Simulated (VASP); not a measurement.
A run of VASP 6.6.1 is set up as follows.

File POSCAR:

```
ZrB
1.0
    0.0000000000      2.3403977997      2.3403977997
    2.3403977997      0.0000000000      2.3403977997
    2.3403977997      2.3403977997      0.0000000000
Zr B
1 1
Direct
    0.0000000000      0.0000000000      0.0000000000
    0.5000000000      0.5000000000      0.5000000000
```

The input INCAR.step1:

```
PREC = Accurate ; ENCUT = 520
EDIFF = 1E-5 ; ISMEAR = -1
SIGMA = 0.05 ; LREAL = False
LASPH = True ; NELM = 80
ALGO = Normal ; ISIF = 2
LWAVE = True ; LCHARG = False
GGA = PE ; NBANDS = 14
```

The input INCAR.step2:

```
PREC = Accurate ; ENCUT = 520
EDIFF = 1E-7 ; ISMEAR = -1
SIGMA = 0.05 ; LREAL = False
LASPH = True ; NELM = 80
ALGO = Normal ; ISIF = 2
LWAVE = False ; LCHARG = False
GGA = PE ; LHFCALC = True
HFSCREEN = 0.2079 ; PRECFOCK = Normal
ISTART = 1 ; NBANDS = 14
```

The input KPOINTS:

```
regular mesh
0
Gamma
  6 6 6
```

Potentials or basis: VASP PAW PBE potentials, release 64 (Zr_sv, B).

Run with:

```console
$ cat potpaw_PBE.64/Zr_sv/POTCAR potpaw_PBE.64/B/POTCAR > POTCAR
$ cp INCAR.step1 INCAR
$ mpirun -np 1 vasp_std > vasp.out
$ cp INCAR.step2 INCAR
$ mpirun -np 1 vasp_std > vasp.out
```

Q: What does it give for the pressure?

A: 28.5 GPa.

Q: Estimate the band gap on the k mesh.

A: Zero (an odd number of electrons rules out a gap without spin polarisation).

Caveat: the k points lie up to 0.39 Å⁻¹ apart, too coarse for converged energies and pressures of a metal; the PAW data sets were made with another functional, which shifts forces and pressure a little; an odd number of electrons without spin polarisation forces a metal; a magnetic or distorted state may lie lower.
